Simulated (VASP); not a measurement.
Set up this calculation in VASP 6.6.1, as the native input.

* Task: single point
* Functional: PBE
* Potentials or basis: VASP PAW PBE potentials, release 64 (Nb_sv, As)
* Cutoff: 520 eV
* k mesh: 10 × 10 × 4
* Occupations: gaussian, width 0.1 eV
* Spin: no spin polarisation
* Dipole correction: no
* Further INCAR settings: ALGO = Normal; EDIFF = 1e-06; NBANDS = 46

The structure of NbAs lies in POSCAR:

```
NbAs
1.0
    3.5429516923      0.0000000000      0.0000000000
    0.0000000000      3.5429516923      0.0000000000
    0.0000000000      0.0000000000     11.6081743664
Nb As
4 4
Direct
    0.5000000000      0.5000000000      0.9988964711
    0.5000000000      0.0000000000      0.2488964711
    0.0000000000      0.0000000000      0.4988964711
    0.0000000000      0.5000000000      0.7488964711
    0.0000000000      0.0000000000      0.9171035289
    0.0000000000      0.5000000000      0.1671035289
    0.5000000000      0.5000000000      0.4171035289
    0.5000000000      0.0000000000      0.6671035289
```

This cell differs from its parent crystal: biaxial strain in the a-b plane: +2.0 %.

These files were run (other wordings do the same):

INCAR

```
SYSTEM = NbAs
  PREC = Accurate
  ENCUT = 520
  EDIFF = 1E-6
  ISMEAR = 0
  SIGMA = 0.1
  LREAL = .FALSE.
  LASPH = .TRUE.
  NELM = 100
  ALGO = Normal
  ISIF = 2
  LWAVE = .FALSE.
  LCHARG = .FALSE.
  GGA = PE
  NBANDS = 46
```

KPOINTS

```
regular mesh
0
G
  10 10 4
  0 0 0
```

Potentials or basis: VASP PAW PBE potentials, release 64 (Nb_sv, As).

The run is started by

```bash
$ cat potpaw_PBE.64/Nb_sv/POTCAR potpaw_PBE.64/As/POTCAR > POTCAR
$ mpirun -np 1 vasp_std > vasp.out
```

It gave:

```
Pressure               : -4.6 GPa
Largest force          : 0.155 eV/Å
Band gap on the k mesh : zero (band 36 reaches 9.08 eV, above the bottom of band 37 at 9.08 eV)
```

Caveat: the cell differs from its parent crystal (biaxial strain in the a-b plane: +2.0 %).

Wall time 8.7 min on 1 thread of Intel Xeon 6975P-C, on a shared host, peak memory 0.45 GiB.
